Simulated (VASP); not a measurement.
# Mn (Pm-3m) in VASP: notebook, part 2 of 2

VASP 6.6.1.

## 4. Single point, LDA (volume scaled by 0.92)

The input, INCAR:

```
ALGO = Normal
EDIFF = 1E-7
ENCUT = 520
GGA = CA
ISIF = 2
ISMEAR = -1
LASPH = T
LCHARG = F
LREAL = F
LWAVE = F
NBANDS = 12
NELM = 80
PREC = Accurate
SIGMA = 0.1
```

The input, KPOINTS:

```
k-points
0
Gamma
  16 16 16
```

The input, POSCAR:

```
Mn
1.0
    2.1686634284      0.0000000000      0.0000000000
    0.0000000000      2.1686634284      0.0000000000
    0.0000000000      0.0000000000      2.1686634284
Mn
1
Direct
    0.0000000000      0.0000000000      0.0000000000
```

Potentials or basis: VASP PAW LDA potentials, release 64 (Mn_pv).

Command:

```console
> cat potpaw_LDA.64/Mn_pv/POTCAR > POTCAR
> mpirun -np 1 vasp_std > vasp.out
```

OUTCAR:

```text
EDIFF = 1E-7
   ENCUT = 520
   GGA = CA
   ISIF = 2
   ISMEAR = -1
   LASPH = T
   LREAL = F
   NELM = 80
   PREC = Accurate

 ion  position               nearest neighbor table
   1  0.000  0.000  0.000-

  LATTYP: Found a simple cubic cell.
 ALAT       =     2.1686634284

  Lattice vectors:

 A1 = (   2.1686634284,   0.0000000000,   0.0000000000)
 A2 = (   0.0000000000,   2.1686634284,   0.0000000000)
 A3 = (   0.0000000000,   0.0000000000,   2.1686634284)

Analysis of symmetry for initial positions (statically):
=====================================================================
 Subroutine PRICEL returns:
 Original cell was already a primitive cell.

 Routine SETGRP: Setting up the symmetry group for a
 simple cubic supercell.

 Subroutine GETGRP returns: Found 48 space group operations
 (whereof 48 operations were pure point group operations)
 out of a pool of 48 trial point group operations.

The static configuration has the point symmetry O_h .

Analysis of symmetry for dynamics (positions and initial velocities):
=====================================================================
 Subroutine PRICEL returns:
 Original cell was already a primitive cell.

 Routine SETGRP: Setting up the symmetry group for a
 simple cubic supercell.

 Subroutine GETGRP returns: Found 48 space group operations
 (whereof 48 operations were pure point group operations)
 out of a pool of 48 trial point group operations.

The dynamic configuration has the point symmetry O_h .

 Subroutine INISYM returns: Found 48 space group operations
 (whereof 48 operations are pure point group operations),
 and found     1 'primitive' translations

----------------------------------------------------------------------------------------

                                     Primitive cell

  volume of cell :      10.1994

  direct lattice vectors                    reciprocal lattice vectors
     2.168663428  0.000000000  0.000000000     0.461113507  0.000000000  0.000000000
     0.000000000  2.168663428  0.000000000     0.000000000  0.461113507  0.000000000
     0.000000000  0.000000000  2.168663428     0.000000000  0.000000000  0.461113507

  length of vectors
     2.168663428  2.168663428  2.168663428     0.461113507  0.461113507  0.461113507

  position of ions in fractional coordinates (direct lattice)
     0.000000000  0.000000000  0.000000000

  ion indices of the primitive-cell ions
   primitive index   ion index
                 1           1

----------------------------------------------------------------------------------------

 KPOINTS: k-points

Automatic generation of k-mesh.
 Grid dimensions read from file:
 generate k-points for:   16   16   16

 Generating k-lattice:

  Cartesian coordinates                     Fractional coordinates (reciprocal lattice)
     0.028819594  0.000000000  0.000000000     0.062500000  0.000000000  0.000000000
     0.000000000  0.028819594  0.000000000     0.000000000  0.062500000  0.000000000
     0.000000000  0.000000000  0.028819594     0.000000000  0.000000000  0.062500000

  Length of vectors
     0.028819594  0.028819594  0.028819594

  Shift w.r.t. Gamma in fractional coordinates (k-lattice)
     0.000000000  0.000000000  0.000000000

 Subroutine IBZKPT returns following result:
 ===========================================

 Found    165 irreducible k-points:

 Following reciprocal coordinates:
            Coordinates               Weight
  0.000000  0.000000  0.000000      1.000000
  0.062500  0.000000  0.000000      6.000000
  0.125000  0.000000  0.000000      6.000000
  0.187500  0.000000  0.000000      6.000000
  0.250000  0.000000  0.000000      6.000000
  0.312500  0.000000  0.000000      6.000000
[... 16 lines left out ...]
  0.437500  0.125000  0.000000     24.000000
  0.500000  0.125000  0.000000     12.000000
 [... further k-points ...]
   k-points           NKPTS =    165   k-points in BZ     NKDIM =    165   number of bands    NBANDS=     12
   number of dos      NEDOS =    301   number of ions     NIONS =      1
   total plane-waves  NPLWV =   4096
   dimension x,y,z NGX =    16 NGY =   16 NGZ =   16
   dimension x,y,z NGXF=    32 NGYF=   32 NGZF=   32
   ions per type =               1
   NGX,Y,Z   is equivalent  to a cutoff of  12.27, 12.27, 12.27 a.u.
   NGXF,Y,Z  is equivalent  to a cutoff of  24.53, 24.53, 24.53 a.u.
 SYSTEM =  unknown system
   PREC   = accura    normal or accurate (medium, high low for compatibility)
   ISTART =      0    job   : 0-new  1-cont  2-samecut
   ICHARG =      2    charge: 1-file 2-atom 10-const
   ISPIN  =      1    spin polarized calculation?
   LNONCOLLINEAR =      F non collinear calculations
   LSORBIT =      F    spin-orbit coupling
   LASPH  =      T    aspherical Exc in radial PAW
   ENCUT  =  520.0 eV  38.22 Ry    6.18 a.u.   4.03  4.03  4.03*2*pi/ulx,y,z
   NELM   =     80;   NELMIN=  2; NELMDL= -5     # of ELM steps
   EDIFF  = 0.1E-06   stopping-criterion for ELM
   LREAL  =      F    real-space projection
   EDIFFG = 0.1E-05   stopping-criterion for IOM
   NSW    =      0    number of steps for IOM
   IBRION =     -1    ionic relax: 0-MD 1-quasi-New 2-CG
   NFREE  =      0    steps in history (QN), initial steepest desc. (CG)
   ISIF   =      2    stress and relaxation
   ISYM   =      2    0-nonsym 1-usesym 2-fastsym
   POTIM  = 0.5000    time-step for ionic-motion
   TEBEG  =    0.0;   TEEND  =   0.0 temperature during run
   PSTRESS=    0.0 pullay stress
   NELECT =      13.0000    total number of electrons
   NUPDOWN=      -1.0000    fix difference up-down
   EMIN   =  10.00;   EMAX   =-10.00  energy-range for DOS
   EFERMI =   0.00;   METHOD = LEGACY
   ISMEAR =    -1;   SIGMA  =   0.10  broadening in eV -4-tet -1-fermi 0-gaus
   EFERMI_NEDOS =   21; number of points for ismear=-14 and -15
   IALGO  =     38    algorithm
   IMIX   =      4    mixing-type and parameters
     AMIX     =   0.40;   BMIX     =  1.00
     AMIX_MAG =   1.60;   BMIX_MAG =  1.00
  volume/ion in A,a.u.               =      10.20        68.83
  Fermi-wavevector in a.u.,A,eV,Ry     =   1.774995  3.354254 42.866612  3.150607
  Thomas-Fermi vector in A             =   2.840877
   LORBIT       =      0    0 simple, 1 ext, 2 COOP (PROOUT), +10 PAW based schemes
   GGA     = CA    functional components
   LHFCALC =     F    Hartree Fock is set to
   AEXX    =    0.0000 exact exchange contribution
   IVDW    =     0    specifies the selected vdW correction
   LEPSILON=     F    determine dielectric tensor
   LRPA    =     F    only Hartree local field effects (RPA)
 non-spin polarized calculation
  energy-cutoff  :      520.00
  volume of cell :       10.20
 maximum number of plane-waves:       292
   NGX =  9   NGY =  9   NGZ =  9

 number of electron      13.0000026 magnetization

 Free energy of the ion-electron system (eV)
  ---------------------------------------------------
  ext. energy  EPLUGINS =         0.00000000
  ---------------------------------------------------
  free energy    TOTEN  =        -9.18423738 eV

  energy without entropy =       -9.13336522  energy(sigma->0) =       -9.15880130

 E-fermi :  11.4837     XC(G=0): -14.5548

 val. band max:       11.4783010665   @ k =   0.5000   0.2500   0.0000
 cond. band min:      11.4940008298   @ k =   0.4375   0.4375   0.0625
 fundamental gap:      0.0156997633
 Fermi energy:        11.4836630898

 k-point     1 :       0.0000    0.0000    0.0000
  band No.  band energies     occupation
      1     -35.7224      2.00000
      2     -35.7224      2.00000
      3     -35.7224      2.00000
      4       2.8377      2.00000
      5       6.9959      2.00000
      6       6.9959      2.00000
      7      13.5398      0.00000
      8      13.5398      0.00000
      9      13.5398      0.00000
     10      33.8516      0.00000
     11      33.8516      0.00000
     12      33.8516      0.00000
[... 331 lines left out ...]
 k-point    24 :       0.5000    0.1250    0.0000
  band No.  band energies     occupation
      1     -37.1065      2.00000
      2     -35.7960      2.00000
      3     -35.5767      2.00000
      4       7.8343      2.00000
      5       8.4957      2.00000
      6       8.7428      2.00000
      7      11.3046      1.71407
      8      13.0276      0.00000
      9      13.4238      0.00000
     10      19.5956      0.00000
     11      34.1350      0.00000
     12      39.1515      0.00000

 [... further k-points ...]

------------------------ aborting loop because EDIFF is reached ----------------------------------------

  FORCE on cell =-STRESS in cart. coord.  units (eV):
  Direction    XX          YY          ZZ          XY          YZ          ZX
  --------------------------------------------------------------------------------------
  -------------------------------------------------------------------------------------
  Total        1.6937016      1.6937016      1.6937016      0.0000000     -0.0000000      0.0000000
  in kB      266.0547522    266.0547522    266.0547522      0.0000000     -0.0000000      0.0000000
  external PRESSURE =     266.0547522 kB  Pullay stress =       0.0000000 kB

 VOLUME and BASIS-vectors are now :
 -----------------------------------------------------------------------------
  energy-cutoff  :      520.00
  volume of cell :       10.20
      direct lattice vectors                 reciprocal lattice vectors
     2.168663428  0.000000000  0.000000000     0.461113507  0.000000000  0.000000000
     0.000000000  2.168663428  0.000000000     0.000000000  0.461113507  0.000000000
     0.000000000  0.000000000  2.168663428     0.000000000  0.000000000  0.461113507

 POSITION                                       TOTAL-FORCE (eV/Angst)
 -----------------------------------------------------------------------------------
      0.00000      0.00000      0.00000         0.000000      0.000000      0.000000
 -----------------------------------------------------------------------------------
    total drift:                               -0.000000      0.000000      0.000000

  FREE ENERGIE OF THE ION-ELECTRON SYSTEM (eV)
  ---------------------------------------------------
  free  energy   TOTEN  =        -9.1842373842 eV

  energy  without entropy=       -9.1333652151  energy(sigma->0) =       -9.15880130
```

stdout:

```text
POSCAR found type information on POSCAR Mn
 POSCAR found :  1 types and       1 ions
 scaLAPACK will be used
 LDA part: xc-table for (Slater(with rela. corr.)+CA(PZ))
 , standard interpolation
 POSCAR, INCAR and KPOINTS ok, starting setup
 FFT: planning ... GRIDC
 FFT: planning ... GRID_SOFT
 FFT: planning ... GRID
 WAVECAR not read
 entering main loop
```

It took 7.7 s on 1 thread of AMD EPYC 9R45 (Zen 5), shared host; peak memory 0.09 GiB.

What came out:

```
Free energy : -9.1842 eV
Pressure    : 26.6 GPa
```

Levels at points of the mesh, in eV from the Fermi level:
| k point | band 2 | band 3 | band 4 | band 5 | band 6 | band 7 | band 8 | band 9 | band 10 | band 11 |
| --- | --- | --- | --- | --- | --- | --- | --- | --- | --- | --- |
| (0.00, 0.00, 0.00) | -47.21 | -47.21 | -8.65 | -4.49 | -4.49 | 2.06 | 2.06 | 2.06 | 22.37 | 22.37 |
| (0.50, 0.00, 0.00) | -47.08 | -47.08 | -4.00 | -3.59 | -1.05 | -0.25 | -0.25 | 2.27 | 8.13 | 23.66 |
| (0.50, 0.50, 0.00) | -48.40 | -46.96 | -6.13 | -2.62 | 0.25 | 0.25 | 3.64 | 7.01 | 7.01 | 14.25 |
| (0.50, 0.50, 0.50) | -48.21 | -48.21 | -4.26 | -4.26 | -4.26 | 3.77 | 3.77 | 12.24 | 16.35 | 16.35 |

Caveat: the run has no spin polarisation, though such a crystal can be magnetic.

## 5. Single point, LDA (volume scaled by 0.96)

The input, INCAR:

```
ALGO     = Normal         # electronic algorithm
EDIFF    = 1E-6           # SCF threshold, eV
ENCUT    = 520            # plane-wave cutoff, eV
ISIF     = 2              # what is computed and relaxed
ISMEAR   = -1             # smearing method
LASPH    = T              # aspherical terms in the spheres
LCHARG   = F              # write CHGCAR
LREAL    = F              # projectors in reciprocal space
LWAVE    = F              # write WAVECAR
NBANDS   = 12             # bands
NELM     = 60             # most SCF steps
PREC     = Accurate       # precision mode
SIGMA    = 0.1            # smearing width, eV
```

KPOINTS is that of step 4.

The input, POSCAR:

```
Mn
1.0
    2.1996485207      0.0000000000      0.0000000000
    0.0000000000      2.1996485207      0.0000000000
    0.0000000000      0.0000000000      2.1996485207
Mn
1
Direct
    0.0000000000      0.0000000000      0.0000000000
```

Command:

```console
> cat potpaw_LDA.64/Mn_pv/POTCAR > POTCAR
> mpirun -np 1 vasp_std > vasp.out
```

Wall time 7.5 s (1 thread of AMD EPYC 9R45 (Zen 5), shared host); peak memory 0.09 GiB.

The run converged. Its results:

```yaml
Free_energy: -9.2376 eV
Pressure: 12.3 GPa
```

Levels at points of the mesh, in eV from the Fermi level:
| k point | band 2 | band 3 | band 4 | band 5 | band 6 | band 7 | band 8 | band 9 | band 10 | band 11 |
| --- | --- | --- | --- | --- | --- | --- | --- | --- | --- | --- |
| (0.00, 0.00, 0.00) | -47.23 | -47.23 | -8.45 | -4.24 | -4.24 | 1.94 | 1.94 | 1.94 | 21.79 | 21.79 |
| (0.50, 0.00, 0.00) | -47.12 | -47.12 | -3.89 | -3.40 | -1.02 | -0.23 | -0.23 | 2.13 | 7.71 | 23.34 |
| (0.50, 0.50, 0.00) | -48.29 | -47.01 | -5.77 | -2.51 | 0.24 | 0.24 | 3.43 | 6.73 | 6.73 | 13.85 |
| (0.50, 0.50, 0.50) | -48.12 | -48.12 | -4.00 | -4.00 | -4.00 | 3.55 | 3.55 | 12.23 | 15.66 | 15.66 |

Caveat: the run has no spin polarisation, though such a crystal can be magnetic.

## 6. Overview

```tsv
cell	k mesh	gap on the mesh (eV)	pressure (GPa)
a = 2.230 Å, 1 atom	13 × 13 × 13	none	0.8
a = 2.137 Å, 1 atom	16 × 16 × 16	none	44.4
a = 2.169 Å, 1 atom	16 × 16 × 16	none	26.6
a = 2.200 Å, 1 atom	16 × 16 × 16	none	12.3
```

Alike in all rows: task single point; level LDA; potentials or basis VASP PAW LDA potentials, release 64 (Mn_pv); no spin polarisation; cutoff (eV) 520; smearing fermi-dirac 0.1 eV.

Caveats: the run has no spin polarisation, though such a crystal can be magnetic.

Absolute energies hang on the potentials; compare differences alone.
